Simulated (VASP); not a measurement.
A run of VASP 6.6.1 is set up as follows.

INCAR

```
  PREC = Accurate
  ENCUT = 520
  EDIFF = 1E-7
  ISMEAR = -1
  SIGMA = 0.05
  LREAL = F
  LASPH = T
  NELM = 80
  ALGO = Normal
  ISIF = 2
  LWAVE = F
  LCHARG = F
  GGA = PE
  NBANDS = 14
```

File KPOINTS:

```
Automatic mesh
0
Gamma
  9 9 5
```

File POSCAR:

```
Re
1.0
    2.7653363785      0.0000000000      0.0000000000
   -1.3826681893      2.3948515538      0.0000000000
    0.0000000000      0.0000000000      4.4735766300
Re
2
Direct
    0.1669847486      0.5838052875      0.2499999648
    0.8330157186      0.9161949919      0.7499998944
```

Potentials or basis: VASP PAW PBE potentials, release 64 (Re).

Run with:

```sh
$ cat potpaw_PBE.64/Re/POTCAR > POTCAR
$ mpirun -np 1 vasp_std > vasp.out
```

Question: What does it give for the largest force?

Answer: 0.008 eV/Å.

Question: Predict the pressure.

Answer: 3.0 GPa.

Question: Predict the band gap on the k mesh.

Answer: Zero (band 7 reaches 9.01 eV, above the bottom of band 8 at 6.31 eV).

Stress tensor (GPa, compression positive):
```
4.04 0.00 0.00
0.00 4.02 0.00
0.00 0.00 1.05
```

Caveat: spin-orbit coupling is left out, which moves the levels of the heavy elements.
